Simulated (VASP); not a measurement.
Set up this calculation in VASP 6.6.1, as the native input.

```
Task                   : single point
Functional             : r2SCAN
Potentials or basis    : VASP PAW PBE potentials, release 64 (Ge_d)
Cutoff                 : 520 eV
k mesh                 : 11 × 11 × 10
Occupations            : fermi-dirac, width 0.05 eV
Spin                   : no spin polarisation
Dipole correction      : no
Further INCAR settings : ALGO = Normal; EDIFF = 1e-07; NBANDS = 13
```

The system is Ge.

```
CELL_PARAMETERS angstrom
1.42455 -2.65152 0.00000
1.42455 2.65152 0.00000
0.00000 0.00000 2.75115
ATOMIC_POSITIONS crystal
Ge 0.50000 0.50000 0.00000
```

One way to write it, as run:

POSCAR

```
Ge
1.0
    1.4245510352     -2.6515194585      0.0000000000
    1.4245510352      2.6515194585      0.0000000000
    0.0000000000      0.0000000000      2.7511509255
Ge
1
Direct
    0.5000000000      0.5000000000      0.0000000000
```

INCAR.step1

```
ALGO = Normal ; EDIFF = 1E-4
ENCUT = 520 ; GGA = PE
ISMEAR = -1 ; LASPH = True
LCHARG = False ; LREAL = False
LWAVE = True ; NBANDS = 13
NELM = 80 ; PREC = Accurate
SIGMA = 0.05
```

INCAR.step2

```
ALGO = Normal ; EDIFF = 1E-7
ENCUT = 520 ; ISIF = 2
ISMEAR = -1 ; ISTART = 1
LASPH = True ; LCHARG = False
LMIXTAU = True ; LREAL = False
LWAVE = False ; METAGGA = R2SCAN
NBANDS = 13 ; NELM = 80
PREC = Accurate ; SIGMA = 0.05
```

KPOINTS

```
k-points
0
Gamma
  11 11 10
```

Potentials or basis: VASP PAW PBE potentials, release 64 (Ge_d).

Command:

```bash
$ cat potpaw_PBE.64/Ge_d/POTCAR > POTCAR
$ cp INCAR.step1 INCAR
$ mpirun -np 1 vasp_std > vasp.out
$ cp INCAR.step2 INCAR
$ mpirun -np 1 vasp_std > vasp.out
```

It gave:

```json
{
 "Pressure": "-6.3 GPa",
 "Band gap on the k mesh": "zero (band 7 reaches 12.18 eV, above the bottom of band 8 at 3.19 eV)"
}
```

Caveat: the PAW data sets were made with another functional, which shifts forces and pressure a little.

It took 55 s on 1 thread of Intel(R) Xeon(R) 6975P-C (Granite Rapids) (shared host), peak memory 0.18 GiB.
